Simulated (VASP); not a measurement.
CaZnBr4: single point with PBE

The system is CaZnBr4.

```
Ca Zn Br
1.0
     4.72510   -4.71481    0.00000
     4.72510    4.71481    0.00000
     0.00000    0.00000    4.05542
Ca Zn Br
1 1 4
Direct
  0.50000 0.50000 0.50000
  0.00000 0.00000 0.00000
  0.81733 0.18267 0.50000
  0.28828 0.28828 0.00000
  0.71172 0.71172 0.00000
  0.18267 0.81733 0.50000
```

| Property | Result |
| --- | --- |
| Program | VASP 6.6.1 |
| Task | single point |
| Functional | PBE |
| Potentials or basis | VASP PAW PBE potentials, release 64 (Ca_sv, Zn, Br) |
| Cutoff | 400 eV |
| k mesh | 4 × 4 × 8 |
| Occupations | gaussian, width 0.02 eV |
| Spin | no spin polarisation |
| Dipole correction | no |
| k mesh for the DOS | 6 × 6 × 12 |
| Occupations for the DOS | tetrahedron |
| Further INCAR settings | ALGO = Normal; EDIFF = 1e-06; NBANDS = 34 |

- Valence electrons inside the program's atomic spheres: Ca 8.10; Zn 10.50; Br 4.87, 4.90 (each value once)

Levels at points of the mesh, in eV from the valence-band top:
```tsv
k point	band 21	band 22	band 23	band 24	band 25	band 26	band 27	band 28	band 29	band 30
(0.00, 0.00, 0.00)	-0.58	-0.53	-0.34	-0.33	0.00	2.09	4.58	5.27	5.65	5.69
(0.50, 0.00, 0.00)	-0.98	-0.85	-0.51	-0.48	-0.28	3.15	4.26	5.16	5.45	5.88
(0.50, 0.50, 0.00)	-0.99	-0.85	-0.76	-0.72	-0.61	2.66	4.76	5.67	5.84	6.10
(0.00, 0.00, 0.50)	-1.03	-1.01	-0.96	-0.77	-0.75	3.62	5.12	5.27	5.53	6.19
(0.50, 0.00, 0.50)	-1.04	-0.80	-0.71	-0.70	-0.68	3.27	5.05	5.39	5.88	6.21
(0.50, 0.50, 0.50)	-0.75	-0.68	-0.67	-0.65	-0.42	2.96	4.74	5.11	5.56	5.92
```

Wall time 5.2 min on 1 thread of Oxide Virtual Turin-like Processor, on a shared host, peak memory 0.46 GiB.
